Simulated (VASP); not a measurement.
Bi2TeSe2, 5 atoms in the cell. The structure is trigonal, space group R-3m (No. 166). The conventional cell has a = 4.220 Å, b = 4.220 Å, c = 29.007 Å, α = 90.00°, β = 90.00°, γ = 120.00°. Bi (site symmetry 3m) has 3 Se at 2.87 Å and 3 Te at 3.22 Å within 3.8 Å. Te (site symmetry -3m) has 6 Bi at 3.22 Å and 6 Te at 4.22 Å and 6 Se at 4.36 Å within 4.4 Å. Se (site symmetry 3m) has 3 Bi at 2.87 Å and 3 Se at 3.44 Å within 3.8 Å. 

| Quantity | Value |
| --- | --- |
| Program | VASP 6.6.1 |
| Task | single point |
| Functional | PBEsol |
| Potentials or basis | VASP PAW PBE potentials, release 64 (Bi_d, Te, Se) |
| Cutoff | 520 eV |
| k mesh | 7 × 7 × 7 |
| Occupations | fermi-dirac, width 0.05 eV |
| Spin | no spin polarisation |
| Dipole correction | no |
| Further INCAR settings | ALGO = Normal; EDIFF = 1e-07; NBANDS = 32 |

Potentials or basis: VASP PAW PBE potentials, release 64 (Bi_d, Te, Se).

Launch:

```console
$ cat potpaw_PBE.64/Bi_d/POTCAR potpaw_PBE.64/Te/POTCAR potpaw_PBE.64/Se/POTCAR > POTCAR
$ mpirun -np 1 vasp_std > vasp.out
```

Hardware: 1 thread of AMD EPYC 9R45 96-Core Processor (Zen 5), on a shared host.

Question: How long does it take, and how much memory?

Answer: Wall time 14 min on 1 thread of AMD EPYC 9R45 96-Core Processor (Zen 5), with other jobs on the host, peak memory 1 GiB. Counts: scf iterations 14, k points 44.
